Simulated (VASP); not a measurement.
Input of a VASP 6.6.1 run:

File INCAR:

```
SYSTEM = As
  PREC = Accurate
  ENCUT = 520
  EDIFF = 1E-6
  ISMEAR = 0
  SIGMA = 0.05
  LREAL = .False.
  LASPH = .True.
  NELM = 100
  ALGO = Normal
  ISIF = 2
  LWAVE = .False.
  LCHARG = .False.
  GGA = CA
  NBANDS = 8
```

Contents of KPOINTS:

```
Automatic mesh
0
Gamma
  13 13 14
  0 0 0
```

POSCAR

```
As
1.0
    2.7100410000     -0.0173790000     -0.0118580000
   -0.0173790000      2.7297000000      0.0332640000
   -0.0118580000      0.0332640000      2.6721930000
As
1
Direct
    0.4843510000      0.5055250000      0.4963750000
```

Potentials or basis: VASP PAW LDA potentials, release 64 (As).

Run with:

```console
$ cat potpaw_LDA.64/As/POTCAR > POTCAR
$ mpirun -np 1 vasp_std > vasp.out
```

**Question.** What does it give for the pressure?

**Answer.** -2.4 GPa.

**Question.** What does it give for the band gap on the k mesh?

**Answer.** Zero (an odd number of electrons rules out a gap without spin polarisation).

Stress tensor (GPa, compression positive):
```
-3.53  0.53  0.32
 0.53 -5.17 -0.65
 0.32 -0.65  1.39
```

Caveat: the stress differs along the axes, from -5 to 1 GPa.
